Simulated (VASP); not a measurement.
# AlAu (Pm-3m) in VASP: further runs

Runs on AlAu. Level: PBEsol. Tasks: single point.

Everything below comes from runs of VASP 6.6.1. Logs are shortened: lines on timing, memory, paths and dates and some standing lists are left out, and cuts for length are marked.

## 1. The cell of the first run

It takes space group Pm-3m (No. 221, cubic). The conventional cell has a = 3.107 Å, b = 3.107 Å, c = 3.107 Å, α = 90.00°, β = 90.00°, γ = 90.00°. Within 3.5 Å of Al (site symmetry m-3m) lie 8 Au at 2.69 Å and 6 Al at 3.11 Å. Within 3.5 Å of Au (site symmetry m-3m) lie 8 Al at 2.69 Å and 6 Au at 3.11 Å.

## 2. Single point, PBEsol

The input, INCAR:

```
PREC = Accurate
ENCUT = 520
EDIFF = 1E-6
ISMEAR = 0
SIGMA = 0.1
LREAL = F
LASPH = T
NELM = 100
ALGO = Normal
ISIF = 2
LWAVE = F
LCHARG = T
GGA = PS
LELF = T
LVHAR = T
NBANDS = 14
```

The input, KPOINTS:

```
regular mesh
0
Gamma
  8 8 8
```

The input, POSCAR:

```
AlAu
1.0
    3.1071157216      0.0000000000      0.0000000000
    0.0000000000      3.1071157216      0.0000000000
    0.0000000000      0.0000000000      3.1071157216
Al Au
1 1
Direct
    0.0000000000      0.0000000000      0.0000000000
    0.5000000000      0.5000000000      0.5000000000
```

Potentials or basis: VASP PAW PBE potentials, release 64 (Al, Au).

On the command line:

```sh
> cat potpaw_PBE.64/Al/POTCAR potpaw_PBE.64/Au/POTCAR > POTCAR
> mpirun -np 1 vasp_std > vasp.out
```

OUTCAR:

```text
PREC = Accurate
   ENCUT = 520
   EDIFF = 1E-6
   ISMEAR = 0
   LREAL = F
   LASPH = T
   NELM = 100
   ISIF = 2
   GGA = PS

 ion  position               nearest neighbor table
   1  0.000  0.000  0.000-   2 2.69   2 2.69   2 2.69   2 2.69   2 2.69   2 2.69   2 2.69   2 2.69

   2  0.500  0.500  0.500-   1 2.69   1 2.69   1 2.69   1 2.69   1 2.69   1 2.69   1 2.69   1 2.69

  LATTYP: Found a simple cubic cell.
 ALAT       =     3.1071157216

  Lattice vectors:

 A1 = (   3.1071157216,   0.0000000000,   0.0000000000)
 A2 = (   0.0000000000,   3.1071157216,   0.0000000000)
 A3 = (   0.0000000000,   0.0000000000,   3.1071157216)

Analysis of symmetry for initial positions (statically):
=====================================================================
 Subroutine PRICEL returns:
 Original cell was already a primitive cell.

 Routine SETGRP: Setting up the symmetry group for a
 simple cubic supercell.

 Subroutine GETGRP returns: Found 48 space group operations
 (whereof 48 operations were pure point group operations)
 out of a pool of 48 trial point group operations.

The static configuration has the point symmetry O_h .

Analysis of symmetry for dynamics (positions and initial velocities):
=====================================================================
 Subroutine PRICEL returns:
 Original cell was already a primitive cell.

 Routine SETGRP: Setting up the symmetry group for a
 simple cubic supercell.

 Subroutine GETGRP returns: Found 48 space group operations
 (whereof 48 operations were pure point group operations)
 out of a pool of 48 trial point group operations.

The dynamic configuration has the point symmetry O_h .

 Subroutine INISYM returns: Found 48 space group operations
 (whereof 48 operations are pure point group operations),
 and found     1 'primitive' translations

----------------------------------------------------------------------------------------

                                     Primitive cell

  volume of cell :      29.9966

  direct lattice vectors                    reciprocal lattice vectors
     3.107115722  0.000000000  0.000000000     0.321841891  0.000000000  0.000000000
     0.000000000  3.107115722  0.000000000     0.000000000  0.321841891  0.000000000
     0.000000000  0.000000000  3.107115722     0.000000000  0.000000000  0.321841891

  length of vectors
     3.107115722  3.107115722  3.107115722     0.321841891  0.321841891  0.321841891

[... 90 lines left out ...]
   PSTRESS=    0.0 pullay stress
   NELECT =      14.0000    total number of electrons
   NUPDOWN=      -1.0000    fix difference up-down
   EMIN   =  10.00;   EMAX   =-10.00  energy-range for DOS
   EFERMI =   0.00;   METHOD = LEGACY
   ISMEAR =     0;   SIGMA  =   0.10  broadening in eV -4-tet -1-fermi 0-gaus
   EFERMI_NEDOS =   21; number of points for ismear=-14 and -15
   IALGO  =     38    algorithm
   IMIX   =      4    mixing-type and parameters
     AMIX     =   0.40;   BMIX     =  1.00
     AMIX_MAG =   1.60;   BMIX_MAG =  1.00
  volume/ion in A,a.u.               =      15.00       101.21
  Fermi-wavevector in a.u.,A,eV,Ry     =   1.269872  2.399711 21.940427  1.612576
  Thomas-Fermi vector in A             =   2.402890
   LORBIT       =      0    0 simple, 1 ext, 2 COOP (PROOUT), +10 PAW based schemes
   GGA     = PS    functional components
   LHFCALC =     F    Hartree Fock is set to
   AEXX    =    0.0000 exact exchange contribution
   IVDW    =     0    specifies the selected vdW correction
   LEPSILON=     F    determine dielectric tensor
   LRPA    =     F    only Hartree local field effects (RPA)
 non-spin polarized calculation
 Gauss-broadening in eV      SIGMA  =   0.10
  energy-cutoff  :      520.00
  volume of cell :       30.00
 maximum number of plane-waves:       840
 NGX is ok and might be reduce to    24
   NGX = 11   NGY = 11   NGZ = 11

 number of electron      13.9999997 magnetization

 Free energy of the ion-electron system (eV)
  ---------------------------------------------------
  ext. energy  EPLUGINS =         0.00000000
  ---------------------------------------------------
  free energy    TOTEN  =        -8.52543244 eV

  energy without entropy =       -8.51881232  energy(sigma->0) =       -8.52212238

 E-fermi :  11.1829     XC(G=0): -12.1497

 val. band max:       11.1758627104   @ k =   0.5000   0.3750   0.0000
 cond. band min:      11.3141188435   @ k =   0.5000   0.5000   0.3750
 fundamental gap:      0.1382561330
 Fermi energy:        11.1829335573

 k-point     1 :       0.0000    0.0000    0.0000
  band No.  band energies     occupation
      1      -1.2976      2.00000
      2       3.6960      2.00000
      3       3.6960      2.00000
      4       6.0099      2.00000
      5       6.0099      2.00000
      6       6.0099      2.00000
      7      14.0081      0.00000
      8      14.0081      0.00000
      9      14.0081      0.00000
     10      18.7765      0.00000
     11      18.7765      0.00000
     12      19.0613      0.00000
     13      28.0859      0.00000
     14      28.0859      0.00000
[... 377 lines left out ...]
      1       2.4189      2.00000
      2       3.9082      2.00000
      3       4.5786      2.00000
      4       4.8364      2.00000
      5       6.0794      2.00000
      6       7.4729      2.00000
      7       7.8229      2.00000
      8      11.4833      0.00002
      9      13.0014      0.00000
     10      17.4508      0.00000
     11      19.8556      0.00000
     12      20.9712      0.00000
     13      24.2276      0.00000
     14      24.5507      0.00000

 [... further k-points ...]

------------------------ aborting loop because EDIFF is reached ----------------------------------------

  FORCE on cell =-STRESS in cart. coord.  units (eV):
  Direction    XX          YY          ZZ          XY          YZ          ZX
  --------------------------------------------------------------------------------------
  -------------------------------------------------------------------------------------
  Total        1.8245766      1.8245766      1.8245766     -0.0000000      0.0000000     -0.0000000
  in kB       97.4541633     97.4541633     97.4541633     -0.0000000      0.0000000     -0.0000000
  external PRESSURE =      97.4541633 kB  Pullay stress =       0.0000000 kB

 VOLUME and BASIS-vectors are now :
 -----------------------------------------------------------------------------
  energy-cutoff  :      520.00
  volume of cell :       30.00
      direct lattice vectors                 reciprocal lattice vectors
     3.107115722  0.000000000  0.000000000     0.321841891  0.000000000  0.000000000
     0.000000000  3.107115722  0.000000000     0.000000000  0.321841891  0.000000000
     0.000000000  0.000000000  3.107115722     0.000000000  0.000000000  0.321841891

 POSITION                                       TOTAL-FORCE (eV/Angst)
 -----------------------------------------------------------------------------------
      0.00000      0.00000      0.00000         0.000000      0.000000      0.000000
      1.55356      1.55356      1.55356         0.000000      0.000000      0.000000
 -----------------------------------------------------------------------------------
    total drift:                                0.000000     -0.000000     -0.000000

  FREE ENERGIE OF THE ION-ELECTRON SYSTEM (eV)
  ---------------------------------------------------
  free  energy   TOTEN  =        -8.5254324388 eV

  energy  without entropy=       -8.5188123231  energy(sigma->0) =       -8.52212238
```

stdout:

```text
POSCAR found type information on POSCAR AlAu
 POSCAR found :  2 types and       2 ions
 scaLAPACK will be used
 -----------------------------------------------------------------------------
|                                                                             |
|                                                                             |
|     You enforced a specific xc type in the INCAR file but a different       |
|     I HOPE YOU KNOW WHAT YOU ARE DOING!                                     |
|                                                                             |
 -----------------------------------------------------------------------------

 LDA part: xc-table for (Slater+PW92), standard interpolation
 POSCAR, INCAR and KPOINTS ok, starting setup
 FFT: planning ... GRIDC
 FFT: planning ... GRID_SOFT
 FFT: planning ... GRID
 WAVECAR not read
 entering main loop
```

It took 19 s on 1 thread of AMD EPYC 7R13, shared host; peak memory 0.14 GiB.

Results:

* Free energy: -8.5254 eV
* Pressure: 9.7 GPa
* Band gap on the k mesh: zero (band 7 reaches 14.01 eV, above the bottom of band 8 at 9.89 eV)

Caveat: the PAW data sets were made with another functional, which shifts forces and pressure a little; spin-orbit coupling is left out, which moves the levels of the heavy elements.

## 3. Single point, PBEsol

This run uses another cell than the first one, of 15.78 Å³/atom, 1.052 times its volume.

The input, INCAR:

```
ALGO     = Normal         # electronic algorithm
EDIFF    = 1E-7           # SCF threshold, eV
ENCUT    = 520            # plane-wave cutoff, eV
GGA      = PS             # functional
ISIF     = 2              # what is computed and relaxed
ISMEAR   = 0              # smearing method
LASPH    = True           # aspherical terms in the spheres
LCHARG   = True           # write CHGCAR
LELF     = True           # ELF
LREAL    = False          # projectors in reciprocal space
LVHAR    = True         
LWAVE    = False          # write WAVECAR
NBANDS   = 14             # bands
NELM     = 80             # most SCF steps
PREC     = Accurate       # precision mode
SIGMA    = 0.1            # smearing width, eV
```

The input, KPOINTS:

```
k-points
0
Gamma
  8 8 8
```

The input, POSCAR:

```
AlAu
1.0
    3.1602392215      0.0000000000      0.0000000000
    0.0000000000      3.1602392215      0.0000000000
    0.0000000000      0.0000000000      3.1602392215
Al Au
1 1
Direct
    0.0000000000      0.0000000000      0.0000000000
    0.5000000000      0.5000000000      0.5000000000
```

Potentials or basis: VASP PAW PBE potentials, release 64 (Al, Au).

On the command line:

```sh
> cat potpaw_PBE.64/Al/POTCAR potpaw_PBE.64/Au/POTCAR > POTCAR
> mpirun -np 1 vasp_std > vasp.out
```

It took 24 s on 1 thread of AMD EPYC 7R13, shared host; peak memory 0.15 GiB.

Results (log left out):

```
Free energy            : -8.5802 eV
Pressure               : 1.8 GPa
Band gap on the k mesh : zero (band 7 reaches 13.19 eV, above the bottom of band 8 at 9.07 eV)
```

Levels at points of the mesh, in eV from the Fermi level:
| k point | band 4 | band 5 | band 6 | band 7 | band 8 | band 9 | band 10 | band 11 |
| --- | --- | --- | --- | --- | --- | --- | --- | --- |
| (0.00, 0.00, 0.00) | -4.94 | -4.94 | -4.94 | 2.84 | 2.84 | 2.84 | 7.30 | 7.51 |
| (0.50, 0.00, 0.00) | -5.92 | -5.92 | -4.81 | -3.39 | 5.60 | 7.34 | 7.34 | 8.35 |
| (0.50, 0.50, 0.00) | -5.68 | -4.01 | -3.78 | -3.78 | -1.28 | 1.00 | 7.42 | 10.96 |
| (0.50, 0.50, 0.50) | -3.96 | -3.96 | -0.27 | 0.73 | 0.73 | 0.73 | 2.36 | 3.81 |

Caveat: the PAW data sets were made with another functional, which shifts forces and pressure a little; spin-orbit coupling is left out, which moves the levels of the heavy elements.

[end of part 1 of 2]
